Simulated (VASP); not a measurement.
The system is Re.

```
Re
1.0
     2.74152    0.00000    0.00000
    -1.37076    2.37423    0.00000
     0.00000    0.00000    4.40641
Re
2
Direct
  0.33333 0.66667 0.25000
  0.66667 0.33333 0.75000
```

Base run:

- Program: VASP 6.6.1
- Functional: LDA
- Potentials or basis: VASP PAW LDA potentials, release 64 (Re)
- Cutoff: 520 eV
- k mesh: 9 × 9 × 5
- Occupations: fermi-dirac, width 0.1 eV
- Spin: no spin polarisation

Its results: band gap on the k mesh zero (band 7 reaches 9.47 eV, above the bottom of band 8 at 6.55 eV); pressure 1.6 GPa.

**Question.** The run is repeated on the same cell with these changes: potentials or basis from VASP PAW LDA potentials, release 64 (Re) to VASP PAW LDA potentials, release 64 (Re_sv_GW); cutoff from 520 eV to 500 eV; further incar settings from ALGO = Normal; EDIFF = 1e-06; NBANDS = 14 to ALGO = Normal; EDIFF = 1e-06; NBANDS = 22; valence electrons from 14 to 30. What comes out?

**Answer.** Band gap on the k mesh zero (band 15 reaches 14.52 eV, above the bottom of band 16 at 11.61 eV); pressure -0.9 GPa.

Caveats: spin-orbit coupling is left out, which moves the levels of the heavy elements.
